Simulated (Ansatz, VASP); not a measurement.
# One calculation of AlN, two programs

The input INCAR:

```
PREC = Accurate ; ENCUT = 520
EDIFF = 1E-8 ; ISMEAR = -1
SIGMA = 0.02 ; LREAL = F
LASPH = T ; NELM = 80
ALGO = Normal ; ISIF = 2
LWAVE = F ; LCHARG = F
GGA = CA ; LEFG = T
NBANDS = 11
```

KPOINTS

```
Automatic mesh
0
Gamma
  10 10 10
```

Contents of POSCAR:

```
AlN
1.0
    0.0000000000      2.0373400000      1.9780000000
    2.0373400000      0.0000000000      1.9780000000
    2.0373400000      2.0373400000      0.0000000000
Al N
1 1
Direct
    0.0000000000      0.0000000000      0.0000000000
    0.5000000000      0.5000000000      0.5000000000
```

Input for Ansatz:

```yaml
crystal:
  lattice:
    - [0.0, 2.03734, 1.978]
    - [2.03734, 0.0, 1.978]
    - [2.03734, 2.03734, 0.0]
  atoms:
    - { symbol: Al, position: [0.0, 0.0, 0.0] }
    - { symbol: "N", position: [0.5, 0.5, 0.5] }
kpoints:
  mp_grid: { grid: [10, 10, 10] }
scf:
  occupations: { method: fermi_dirac, width: 0.02 }
hamiltonian:
  xc: lda
  pseudopotentials: { kind: all_electron, datasets: crystal }
output:
  forces: true
  stress: true
  eigenvalues: true
  efg: { contact_densities: true }
```

Change from the starting cell: equal xx and yy strain of +3 %, crystal datasets.

Alike in both runs: task electric field gradients; functional LDA; k mesh 10 × 10 × 10; occupations fermi-dirac, width 0.02 eV; no spin polarisation.

```csv
,VASP,Ansatz
version,VASP 6.6.1,Ansatz 0.2.0
potentials or method,"VASP PAW LDA potentials, release 64 (Al, N), cutoff 520 eV","all-electron PAW with datasets made for the crystal, scalar-relativistic"
```

```csv
,VASP,Ansatz,Ansatz less VASP
gap on the k mesh at the Fermi level (eV),4.28,4.27,-0.004
pressure (GPa),-3.7,-4.2,-0.53
"traceless stress, the component that is largest in VASP (GPa)",5.89,5.76,-0.139
size of Vzz on the site where it differs most (V/Å²),11.7,11.2,-0.52
```

LDA's correlation is that of Perdew and Zunger in VASP and of Perdew and Wang (1992) in Ansatz. Ansatz ran all-electron here, and VASP with PAW potentials.
